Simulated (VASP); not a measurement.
# BAs (F-43m) in VASP: notebook, part 2 of 2

VASP 6.6.1. The steps go on from the part before.

## (3) Single point, PBE

This run uses another cell than the first one, of 13.83 Å³/atom.

Input file INCAR:

```
SYSTEM = BAs
ALGO = Normal
EDIFF = 1E-6
ENCUT = 500
GGA = PE
GGA_COMPAT = .False.
ISIF = 2
ISMEAR = 0
LASPH = .True.
LCHARG = .False.
LREAL = .False.
LWAVE = .False.
NBANDS = 11
NELM = 120
PREC = Accurate
SIGMA = 0.2
```

Input file KPOINTS:

```
k-points
0
Gamma
  7 7 7
  0 0 0
```

Input file POSCAR:

```
BAs
1.0
    0.0000000000      2.4006354670      2.4006354670
    2.4006354670      0.0000000000      2.4006354670
    2.4006354670      2.4006354670      0.0000000000
B As
1 1
Direct
    0.0000000000      0.0000000000      0.0000000000
    0.7500000000      0.7500000000      0.7500000000
```

Potentials or basis: VASP PAW PBE potentials, release 64 (B, As).

The run is started by

```
cat potpaw_PBE.64/B/POTCAR potpaw_PBE.64/As/POTCAR > POTCAR
mpirun -np 1 vasp_std > vasp.out
```

OUTCAR:

```text
SYSTEM = BAs
   EDIFF = 1E-6
   ENCUT = 500
   GGA = PE
   ISIF = 2
   ISMEAR = 0
   LASPH = .True.
   LREAL = .False.
   NELM = 120
   PREC = Accurate

 ion  position               nearest neighbor table
   1  0.000  0.000  0.000-   2 2.08   2 2.08   2 2.08   2 2.08
   2  0.750  0.750  0.750-   1 2.08   1 2.08   1 2.08   1 2.08

  LATTYP: Found a face centered cubic cell.
 ALAT       =     4.8012709340

  Lattice vectors:

 A1 = (   0.0000000000,   2.4006354670,   2.4006354670)
[... 459 lines left out ...]

------------------------ aborting loop because EDIFF is reached ----------------------------------------

  FORCE on cell =-STRESS in cart. coord.  units (eV):
  Direction    XX          YY          ZZ          XY          YZ          ZX
  --------------------------------------------------------------------------------------
  -------------------------------------------------------------------------------------
  Total        0.2214470      0.2214470      0.2214470      0.0000000      0.0000000      0.0000000
  in kB       12.8224720     12.8224720     12.8224720      0.0000000      0.0000000      0.0000000
  external PRESSURE =      12.8224720 kB  Pullay stress =       0.0000000 kB

 VOLUME and BASIS-vectors are now :
 -----------------------------------------------------------------------------
  energy-cutoff  :      500.00
  volume of cell :       27.67
      direct lattice vectors                 reciprocal lattice vectors
     0.000000000  2.400635467  2.400635467    -0.208278186  0.208278186  0.208278186
     2.400635467  0.000000000  2.400635467     0.208278186 -0.208278186  0.208278186
     2.400635467  2.400635467  0.000000000     0.208278186  0.208278186 -0.208278186

 POSITION                                       TOTAL-FORCE (eV/Angst)
 -----------------------------------------------------------------------------------
      0.00000      0.00000      0.00000         0.000000      0.000000      0.000000
      3.60095      3.60095      3.60095        -0.000000     -0.000000     -0.000000
 -----------------------------------------------------------------------------------
    total drift:                                0.000000      0.000000      0.000000

  FREE ENERGIE OF THE ION-ELECTRON SYSTEM (eV)
  ---------------------------------------------------
  free  energy   TOTEN  =       -11.4058534733 eV

  energy  without entropy=      -11.4058531875  energy(sigma->0) =      -11.40585333
```

OSZICAR:

```text
N       E                     dE             d eps       ncg     rms          rms(c)
DAV:   1     0.106717117368E+02    0.10672E+02   -0.37691E+03   440   0.627E+02
DAV:   2    -0.114204817542E+02   -0.22092E+02   -0.21404E+02   629   0.101E+02
DAV:   3    -0.120163074858E+02   -0.59583E+00   -0.59457E+00   548   0.157E+01
DAV:   4    -0.120179251628E+02   -0.16177E-02   -0.16176E-02   488   0.922E-01
DAV:   5    -0.120179277094E+02   -0.25466E-05   -0.25464E-05   527   0.391E-02    0.483E+00
DAV:   6    -0.114681107097E+02    0.54982E+00   -0.15454E+00   473   0.500E+00    0.235E+00
DAV:   7    -0.114119922774E+02    0.56118E-01   -0.18292E-01   509   0.210E+00    0.972E-01
DAV:   8    -0.114053837579E+02    0.66085E-02   -0.20160E-02   485   0.801E-01    0.973E-02
DAV:   9    -0.114056866267E+02   -0.30287E-03   -0.78329E-04   500   0.160E-01    0.576E-02
DAV:  10    -0.114058469612E+02   -0.16033E-03   -0.19649E-04   455   0.850E-02    0.120E-02
DAV:  11    -0.114058532980E+02   -0.63368E-05   -0.58135E-06   542   0.160E-02    0.103E-02
DAV:  12    -0.114058534733E+02   -0.17529E-06   -0.28372E-06   458   0.910E-03
   1 F= -.11405853E+02 E0= -.11405853E+02  d E =-.285820E-06
```

stdout:

```text
POSCAR found type information on POSCAR B As
 POSCAR found :  2 types and       2 ions
 scaLAPACK will be used
 LDA part: xc-table for (Slater+PW92), standard interpolation
 POSCAR, INCAR and KPOINTS ok, starting setup
 FFT: planning ... GRIDC
 FFT: planning ... GRID_SOFT
 FFT: planning ... GRID
 WAVECAR not read
 entering main loop
```

Wall time 15 s (1 thread of Intel Xeon 8259CL, shared host); peak memory 0.15 GiB.

Results:

| Item | Value |
| --- | --- |
| Free energy | -11.4059 eV |
| Pressure | 1.3 GPa |
| Band gap on the k mesh | 1.21 eV (least direct gap 3.26 eV) |

Levels at points of the mesh, in eV from the valence-band top:
```csv
k point,band 2,band 3,band 4,band 5,band 6,band 7
"(0.00, 0.00, 0.00)",0.00,0.00,0.00,3.26,3.26,3.26
```

Caveat: an odd mesh through Γ misses points on the zone boundary, where band edges can lie.

## (4) Single point, PBE (12.65 Å³/atom)

This run uses another cell than the first one, of 12.65 Å³/atom.

Input file INCAR:

```
SYSTEM = BAs
PREC = Accurate ; ENCUT = 500
EDIFF = 1E-6 ; ISMEAR = 0
SIGMA = 0.02 ; LREAL = .FALSE.
LASPH = .TRUE. ; NELM = 120
ALGO = Normal ; ISIF = 2
LWAVE = .FALSE. ; LCHARG = .TRUE.
GGA = PE ; LELF = .TRUE.
LVHAR = .TRUE. ; NBANDS = 11
GGA_COMPAT = .FALSE.
```

Input file KPOINTS:

```
Automatic mesh
0
G
  10 10 10
  0 0 0
```

Input file POSCAR:

```
BAs
1.0
    0.0000000000      2.3301980546      2.3301980546
    2.3301980546      0.0000000000      2.3301980546
    2.3301980546      2.3301980546      0.0000000000
B As
1 1
Direct
    0.0000000000      0.0000000000      0.0000000000
    0.2500000000      0.2500000000      0.2500000000
```

The run is started by

```
cat potpaw_PBE.64/B/POTCAR potpaw_PBE.64/As/POTCAR > POTCAR
mpirun -np 1 vasp_std > vasp.out
```

It took 16 s on 1 thread of Intel Xeon 8259CL, shared host; peak memory 0.14 GiB.

The run converged. Its results:

- Free energy: -11.2922 eV
- Pressure: 16.0 GPa
- Band gap on the k mesh: 1.10 eV (least direct gap 3.37 eV)

Levels at points of the mesh, in eV from the valence-band top:
```
           k point  band 1  band 2  band 3  band 4  band 5  band 6  band 7  band 8
(0.00, 0.00, 0.00)  -16.10    0.00    0.00    0.00    3.37    3.37    3.37    5.65
(0.50, 0.00, 0.00)  -12.95   -9.35   -1.95   -1.95    3.14    4.86    4.86    9.00
(0.50, 0.50, 0.00)  -11.51   -8.96   -4.40   -4.40    1.32    1.37   12.09   12.09
```

Caveat: the cell stands under pressure.

## (5) Single point, PBE (12.24 Å³/atom)

This run uses another cell than the first one, of 12.24 Å³/atom.

Input file INCAR:

```
SYSTEM = BAs
  ALGO = Normal
  EDIFF = 1E-6
  ENCUT = 500
  GGA = PE
  GGA_COMPAT = .FALSE.
  ISIF = 2
  ISMEAR = 0
  LASPH = .TRUE.
  LCHARG = .FALSE.
  LREAL = .FALSE.
  LWAVE = .FALSE.
  NBANDS = 11
  NELM = 120
  PREC = Accurate
  SIGMA = 0.02
```

Input file KPOINTS:

```
k-points
0
G
  10 10 10
  0 0 0
```

Input file POSCAR:

```
BAs
1.0
    0.0000000000      2.3043048219      2.3043048219
    2.3043048219      0.0000000000      2.3043048219
    2.3043048219      2.3043048219      0.0000000000
B As
1 1
Direct
    0.0000000000      0.0000000000      0.0000000000
    0.2500000000      0.2500000000      0.2500000000
```

The run is started by

```
cat potpaw_PBE.64/B/POTCAR potpaw_PBE.64/As/POTCAR > POTCAR
mpirun -np 1 vasp_std > vasp.out
```

Wall time 13 s (1 thread of Intel Xeon Platinum 8259CL at 2.50GHz (Skylake/Cascade Lake), shared host); peak memory 0.14 GiB.

Results (log left out):

- Free energy: -11.1912 eV
- Pressure: 22.9 GPa
- Band gap on the k mesh: 1.06 eV (least direct gap 3.42 eV)

Levels at points of the mesh, in eV from the valence-band top:
| k point | band 1 | band 2 | band 3 | band 4 | band 5 | band 6 | band 7 | band 8 | band 9 |
| --- | --- | --- | --- | --- | --- | --- | --- | --- | --- |
| (0.00, 0.00, 0.00) | -16.43 | 0.00 | 0.00 | 0.00 | 3.42 | 3.42 | 3.42 | 6.09 | 10.15 |
| (0.50, 0.00, 0.00) | -13.15 | -9.62 | -2.01 | -2.01 | 3.36 | 4.90 | 4.90 | 9.05 | 13.55 |
| (0.50, 0.50, 0.00) | -11.66 | -9.16 | -4.55 | -4.55 | 1.27 | 1.34 | 12.43 | 12.43 | 13.87 |

Caveat: the cell stands under pressure.

## (6) Summary

```tsv
cell	k mesh	smearing	gap on the mesh (eV)	pressure (GPa)
a = 3.378 Å, angles 60.0°, 2 atoms	6 × 6 × 6	gaussian 0.1 eV	1.27	3.5
a = 3.395 Å, angles 60.0°, 2 atoms	7 × 7 × 7	gaussian 0.2 eV	1.21	1.3
a = 3.295 Å, angles 60.0°, 2 atoms	10 × 10 × 10	gaussian 0.02 eV	1.10	16.0
a = 3.259 Å, angles 60.0°, 2 atoms	10 × 10 × 10	gaussian 0.02 eV	1.06	22.9
```

Alike in all rows: task single point; level PBE; potentials or basis VASP PAW PBE potentials, release 64 (B, As); no spin polarisation; cutoff (eV) 500.

Caveats: the cell stands under pressure (at least some runs); an odd mesh through Γ misses points on the zone boundary, where band edges can lie (at least some runs).

Absolute energies hang on the potentials; compare differences alone.
